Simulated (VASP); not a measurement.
Runs of VASP 6.6.1 on SiO2. The structure is that of space group P6_422 (No. 181), or close to it. The cells are those of the table. 

```tsv
task	cell	k mesh	cutoff (eV)	smearing	gap on the mesh (eV)	pressure (GPa)	largest force (eV/Å)
single point	a = 5.109, b = 5.109, c = 5.588 Å, angles 90.0, 90.0, 120.0°, 9 atoms	6 × 6 × 4	520	gaussian 0.1 eV	5.54	-0.2	0.01
single point	a = 5.106, b = 5.106, c = 5.585 Å, angles 90.0, 90.0, 120.0°, 9 atoms	6 × 6 × 4	520	gaussian 0.02 eV	5.55	0.1	0.01
single point	a = 5.106, b = 5.106, c = 5.585 Å, angles 90.0, 90.0, 120.0°, 9 atoms	3 × 3 × 4	520	gaussian 0.1 eV	5.55	0.1	0.01
relaxation of cell and atoms	relaxed from a = 5.109, b = 5.109, c = 5.588 Å, angles 90.0, 90.0, 120.0°, 9 atoms	6 × 6 × 4	600	gaussian 0.02 eV	(a)	0.0	-
```

Alike in all rows: level PBE; potentials or basis VASP PAW PBE potentials, release 64 (Si, O); no spin polarisation.

Q: Estimate the missing entries.

A: (a) 5.56.

Caveats: some runs use coarse meshes.

A k mesh can miss the band edges.
